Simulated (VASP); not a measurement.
# GaP (F-43m) in VASP: a series of runs, part 2 of 2

VASP 6.6.1.

### Step 4. Vibrations by perturbation theory, LDA (volume scaled by 1.020)

File INCAR:

```
PREC     = Accurate       # precision mode
ENCUT    = 520            # plane-wave cutoff, eV
EDIFF    = 1E-8           # SCF threshold, eV
ISMEAR   = 0              # smearing method
SIGMA    = 0.01           # smearing width, eV
LREAL    = False          # projectors in reciprocal space
LASPH    = True           # aspherical terms in the spheres
NELM     = 80             # most SCF steps
ALGO     = Normal         # electronic algorithm
ISIF     = 2              # what is computed and relaxed
LWAVE    = False          # write WAVECAR
LCHARG   = False          # write CHGCAR
IBRION   = 8              # ionic algorithm
NSW      = 1              # ionic steps
```

File KPOINTS:

```
regular mesh
0
Gamma
  6 6 6
```

File POSCAR:

```
GaP
1.0
    0.0000000000      2.7135391335      2.7135391335
    2.7135391335      0.0000000000      2.7135391335
    2.7135391335      2.7135391335      0.0000000000
Ga P
1 1
Direct
    0.0000000000      0.0000000000      0.0000000000
    0.7500000000      0.7500000000      0.7500000000
```

Potentials or basis: VASP PAW LDA potentials, release 64 (Ga_d, P).

Command:

```sh
> cat potpaw_LDA.64/Ga_d/POTCAR potpaw_LDA.64/P/POTCAR > POTCAR
> mpirun -np 1 vasp_std > vasp.out
```

OUTCAR:

```text
PREC = Accurate
   ENCUT = 520
   EDIFF = 1E-8
   ISMEAR = 0
   LREAL = False
   LASPH = True
   NELM = 80
   ISIF = 2
   IBRION = 8
   NSW = 1

 ion  position               nearest neighbor table
   1  0.000  0.000  0.000-   2 2.35   2 2.35   2 2.35   2 2.35
   2  0.750  0.750  0.750-   1 2.35   1 2.35   1 2.35   1 2.35

  LATTYP: Found a face centered cubic cell.
 ALAT       =     5.4270782670

  Lattice vectors:

 A1 = (   0.0000000000,   2.7135391335,   2.7135391335)
 A2 = (   2.7135391335,   0.0000000000,   2.7135391335)
 A3 = (   2.7135391335,   2.7135391335,   0.0000000000)

Analysis of symmetry for initial positions (statically):
=====================================================================
 Subroutine PRICEL returns:
 Original cell was already a primitive cell.

 Routine SETGRP: Setting up the symmetry group for a
 face centered cubic supercell.

 Subroutine GETGRP returns: Found 24 space group operations
 (whereof 24 operations were pure point group operations)
 out of a pool of 48 trial point group operations.

The static configuration has the point symmetry T_d .

Analysis of symmetry for dynamics (positions and initial velocities):
=====================================================================
 Subroutine PRICEL returns:
 Original cell was already a primitive cell.

 Routine SETGRP: Setting up the symmetry group for a
 face centered cubic supercell.

 Subroutine GETGRP returns: Found 24 space group operations
 (whereof 24 operations were pure point group operations)
 out of a pool of 48 trial point group operations.

The dynamic configuration has the point symmetry T_d .

 Subroutine INISYM returns: Found 24 space group operations
 (whereof 24 operations are pure point group operations),
 and found     1 'primitive' translations

----------------------------------------------------------------------------------------

                                     Primitive cell

  volume of cell :      39.9612

  direct lattice vectors                    reciprocal lattice vectors
     0.000000000  2.713539133  2.713539133    -0.184261208  0.184261208  0.184261208
     2.713539133  0.000000000  2.713539133     0.184261208 -0.184261208  0.184261208
     2.713539133  2.713539133  0.000000000     0.184261208  0.184261208 -0.184261208

  length of vectors
     3.837523845  3.837523845  3.837523845     0.319149775  0.319149775  0.319149775

  position of ions in fractional coordinates (direct lattice)
     0.000000000  0.000000000  0.000000000
     0.750000000  0.750000000  0.750000000

  ion indices of the primitive-cell ions
   primitive index   ion index
                 1           1
                 2           2

----------------------------------------------------------------------------------------

 KPOINTS: regular mesh

[... 128 lines left out ...]
     11       8.4303      0.00000
     12       8.4303      0.00000
     13       8.4303      0.00000
[... 228 lines left out ...]
      2     -10.0432      2.00000
      3     -10.0282      2.00000
      4     -10.0095      2.00000
      5      -9.9744      2.00000
      6      -4.8229      2.00000
      7      -2.1060      2.00000
      8       1.1674      2.00000
      9       1.2725      2.00000
     10       7.9883      0.00000
     11       8.1953      0.00000
     12      12.1237      0.00000
     13      12.1474      0.00000

------------------------ aborting loop because EDIFF is reached ----------------------------------------

  FORCE on cell =-STRESS in cart. coord.  units (eV):
  Direction    XX          YY          ZZ          XY          YZ          ZX
  --------------------------------------------------------------------------------------
  -------------------------------------------------------------------------------------
  Total       -0.3960438     -0.3960438     -0.3960438     -0.0000000      0.0000000     -0.0000000
  in kB      -15.8787200    -15.8787200    -15.8787200     -0.0000000      0.0000000     -0.0000000
  external PRESSURE =     -15.8787200 kB  Pullay stress =       0.0000000 kB

 VOLUME and BASIS-vectors are now :
 -----------------------------------------------------------------------------
  energy-cutoff  :      520.00
  volume of cell :       39.96
      direct lattice vectors                 reciprocal lattice vectors
     0.000000000  2.713539133  2.713539133    -0.184261208  0.184261208  0.184261208
     2.713539133  0.000000000  2.713539133     0.184261208 -0.184261208  0.184261208
     2.713539133  2.713539133  0.000000000     0.184261208  0.184261208 -0.184261208

 POSITION                                       TOTAL-FORCE (eV/Angst)
 -----------------------------------------------------------------------------------
      0.00000      0.00000      0.00000        -0.000000     -0.000000     -0.000000
      4.07031      4.07031      4.07031         0.000000      0.000000      0.000000
 -----------------------------------------------------------------------------------
    total drift:                               -0.000000     -0.000000      0.000000

  FREE ENERGIE OF THE ION-ELECTRON SYSTEM (eV)
  ---------------------------------------------------
  free  energy   TOTEN  =       -10.4316656128 eV

  energy  without entropy=      -10.4316656128  energy(sigma->0) =      -10.43166561

[... ionic steps 2 to 3 ...]

--------------------------------------- Ionic step        4  -------------------------------------------

------------------------ aborting loop because EDIFF is reached ----------------------------------------

[... ionic steps 5 to 6 ...]

--------------------------------------- Ionic step        7  -------------------------------------------

 Free energy of the ion-electron system (eV)
  ---------------------------------------------------
  ---------------------------------------------------
  free energy    TOTEN  =        -0.04769899 eV

  energy without entropy =       -0.04769899

------------------------ aborting loop because EDIFF is reached ----------------------------------------

 INTERNAL STRAIN TENSOR  FOR ION    2  DIRECTION 1   (eV/Angst):
 -----------------------------------------------------------------------------
    -0.01994  0.00000  0.00000
     0.00000  0.01242  6.89245
     0.00000  6.89245  0.01242

 INTERNAL STRAIN TENSOR FOR ION    2 for displacements in x,y,z  (eV/Angst):
          X           Y           Z          XY          YZ          ZX
  --------------------------------------------------------------------------------
  x     0.00000     0.00000     0.00000     0.00000     6.89245     0.00000
  y     0.00000     0.00000     0.00000     0.00000     0.00000     6.89245
  z     0.00000     0.00000     0.00000     6.89245     0.00000     0.00000

 SECOND DERIVATIVES (NOT SYMMETRIZED)
 ------------------------------------
               1X          1Y          1Z          2X          2Y          2Z
  1X    -9.987539    0.000000    0.000000    9.987539    0.000000    0.000000
  1Y     0.000000   -9.987539    0.000000    0.000000    9.987539    0.000000
  1Z     0.000000    0.000000   -9.987539    0.000000    0.000000    9.987539
  2X    10.021338    0.000000    0.000000  -10.021338    0.000000    0.000000
  2Y     0.000000   10.021338    0.000000    0.000000  -10.021338    0.000000
  2Z     0.000000    0.000000   10.021338    0.000000    0.000000  -10.021338

 Eigenvectors and eigenvalues of the dynamical matrix
 ----------------------------------------------------

   1 f  =   10.680950 THz    67.110391 2PiTHz  356.278158 cm-1    44.172842 meV
             X         Y         Z           dx          dy          dz
      0.000000  0.000000  0.000000     0.000000    0.553965    0.000000
      4.070309  4.070309  4.070309     0.000000   -0.832540    0.000000
[... 21 lines left out ...]
   6 f/i=    0.008321 THz     0.052283 2PiTHz    0.277563 cm-1     0.034413 meV
             X         Y         Z           dx          dy          dz
      0.000000  0.000000  0.000000     0.000000    0.000000    0.832540
      4.070309  4.070309  4.070309     0.000000    0.000000    0.553965

--------------------------------------------------------------------------------------------------------

 ELASTIC MODULI CONTR FROM IONIC RELAXATION (kBar)
 Direction    XX          YY          ZZ          XY          YZ          ZX
 --------------------------------------------------------------------------------
 XX          -0.0000      0.0000      0.0000     -0.0000      0.0000     -0.0000
 YY           0.0000     -0.0000      0.0000     -0.0000     -0.0000      0.0000
 ZZ           0.0000      0.0000     -0.0000      0.0000     -0.0000     -0.0000
 XY          -0.0000     -0.0000      0.0000   -188.4240      0.0000      0.0000
 YZ           0.0000     -0.0000     -0.0000      0.0000   -188.4240      0.0000
 ZX          -0.0000      0.0000     -0.0000      0.0000      0.0000   -188.4240
 --------------------------------------------------------------------------------
```

Wall time 83 s (1 thread of Intel Xeon Platinum 8375C at 2.90GHz (Ice Lake), shared host); peak memory 0.2 GiB.

Results:

```yaml
Highest_phonon_frequency_at_Γ_LO-TO_splitting_left_out: 356 cm⁻¹
```

Phonon frequencies in cm⁻¹ (negative: imaginary):
```csv
q point,frequencies
"(0.000, 0.000, 0.000)",0 0 0 356 356 356
```

Caveat: the cell wasn't relaxed at this level first, which shifts response properties.
